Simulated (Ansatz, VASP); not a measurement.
**One calculation of ZnSe7, two programs**

File INCAR:

```
SYSTEM = ZnSe7
  PREC = Accurate
  ENCUT = 600
  EDIFF = 1E-7
  ISMEAR = 0
  SIGMA = 0.2
  LREAL = .False.
  LASPH = .True.
  NELM = 60
  ALGO = Normal
  ISIF = 3
  LWAVE = .False.
  LCHARG = .False.
  GGA = PE
  IBRION = 2
  NSW = 36
  EDIFFG = -0.08
```

File KPOINTS:

```
regular mesh
0
Gamma
  5 5 2
  0 0 0
```

Contents of POSCAR:

```
ZnSe7
1.0
    4.0000000000      0.0000000000      0.0000000000
   -2.0000000000      3.4641016200      0.0000000000
    0.0000000000      0.0000000000     14.6000000000
Zn Se
1 7
Direct
    0.0000000000      0.0000000000      0.1680000000
    0.0000000000      0.0000000000      0.0000000000
    0.3333333300      0.6666666700      0.2260000000
    0.3333333300      0.6666666700      0.8710000000
    0.0000000000      0.0000000000      0.4840000000
    0.3333333300      0.6666666700      0.6130000000
    0.6666666700      0.3333333300      0.3550000000
    0.6666666700      0.3333333300      0.7420000000
```

Input for Ansatz:

```yaml
crystal:
  lattice:
    - [4.0, 0.0, 0.0]
    - [-2.0, 3.46410162, 0.0]
    - [0.0, 0.0, 14.6]
  atoms:
    - { symbol: Zn, position: [0.0, 0.0, 0.168] }
    - { symbol: Se, position: [0.0, 0.0, 0.0] }
    - { symbol: Se, position: [0.33333333, 0.66666667, 0.226] }
    - { symbol: Se, position: [0.33333333, 0.66666667, 0.871] }
    - { symbol: Se, position: [0.0, 0.0, 0.484] }
    - { symbol: Se, position: [0.33333333, 0.66666667, 0.613] }
    - { symbol: Se, position: [0.66666667, 0.33333333, 0.355] }
    - { symbol: Se, position: [0.66666667, 0.33333333, 0.742] }
basis:
  ecutwfc: 420
kpoints:
  mp_grid: { grid: [5, 5, 2] }
hamiltonian:
  xc: pbe
scf:
  occupations: { method: gaussian, width: 0.2 }
  lower_state_search: "off"
output:
  forces: true
  stress: true
  eigenvalues: true
relax:
  adjacent_minimum: "off"
  f_tol: 0.08
  max_steps: 16
  cell: { stress_tol: 0.8 }
```

Alike in both runs: task relaxation of cell and atoms; functional PBE; k mesh 5 × 5 × 2; occupations gaussian, width 0.2 eV; no spin polarisation.

|  | VASP | Ansatz |
| --- | --- | --- |
| version | VASP 6.6.1 | Ansatz 0.2.0 |
| potentials or method | VASP PAW PBE potentials, release 64 (Zn, Se), cutoff 600 eV | scalar-relativistic, plane waves, PAW |
| valence electrons in the cell | 54 | 124 |

|  | VASP | Ansatz | Ansatz less VASP |
| --- | --- | --- | --- |
| gap on the k mesh at the Fermi level, each at its own relaxed structure (eV) | none | none | - |
| relaxed volume (Å³/atom) | 24.91 | 24.73 | -0.183 |
| relaxed length of the cell vector where the two differ most in proportion (Å) | 15.152 | 15.051 | -0.1015 |

A gap of «none» marks a metal or a gap that the smearing closes. VASP's potentials hold 54 valence electrons a cell and Ansatz's 124, so a difference there can come from the potentials and not from the codes.

The k mesh is coarse, so the values compare programs but aren't converged.
